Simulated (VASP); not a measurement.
Write the native input for VASP 6.6.1 that does the following.

| Property | Result |
| --- | --- |
| Task | single point |
| Functional | PBE |
| Potentials or basis | VASP PAW PBE potentials, release 64 (Al, O) |
| Cutoff | 600 eV |
| k mesh | 12 × 12 × 10 |
| Occupations | gaussian, width 0.1 eV |
| Spin | collinear spin |
| Starting moments | [0.0, 0.0, 0.0, 0.0, 1.0, 1.0] μB |
| Dipole correction | no |
| Further INCAR settings | ALGO = Normal; EDIFF = 1e-06; NBANDS = 28 |

The structure of AlO2 lies in POSCAR:

```
AlO2
1.0
    1.4877700826     -5.3941950577      0.0000000000
    1.4877700826      5.3941950577      0.0000000000
    0.0000000000      0.0000000000      3.6488193102
Al O
2 4
Direct
    0.3316316903      0.6683683097      0.2500000000
    0.6683683097      0.3316316903      0.7500000000
    0.7058240762      0.2941759238      0.2500000000
    0.2941759238      0.7058240762      0.7500000000
    0.9386978883      0.0613021117      0.2500000000
    0.0613021117      0.9386978883      0.7500000000
```

The input as run:

INCAR

```
ALGO = Normal
EDIFF = 1E-6
ENCUT = 600
GGA = PE
GGA_COMPAT = False
ISIF = 2
ISMEAR = 0
ISPIN = 2
KPAR = 4
LASPH = True
LCHARG = False
LORBIT = 11
LREAL = False
LWAVE = False
MAGMOM = 0 0 0 0 1 1
NBANDS = 28
NELM = 200
PREC = Accurate
SIGMA = 0.1
```

KPOINTS

```
k-points
0
Gamma
  12 12 10
```

Potentials or basis: VASP PAW PBE potentials, release 64 (Al, O).

Launch:

```sh
$ cat potpaw_PBE.64/Al/POTCAR potpaw_PBE.64/O/POTCAR > POTCAR
$ mpirun -np 4 vasp_std > vasp.out
```

It gave:

```
Pressure                                              : -0.4 GPa
Largest force                                         : 0.009 eV/Å
Net moment                                            : 1.92 μB per cell
Site moments                                          : Al -0.01; O +0.10, +0.73 (each value once) μB
Valence electrons inside the program's atomic spheres : Al 0.70; O 5.15, 4.90 (each value once)
```

It took 11 min on 4 MPI ranks on Oxide Virtual Turin-like Processor, with other jobs on the host, peak memory 0.77 GiB a rank.
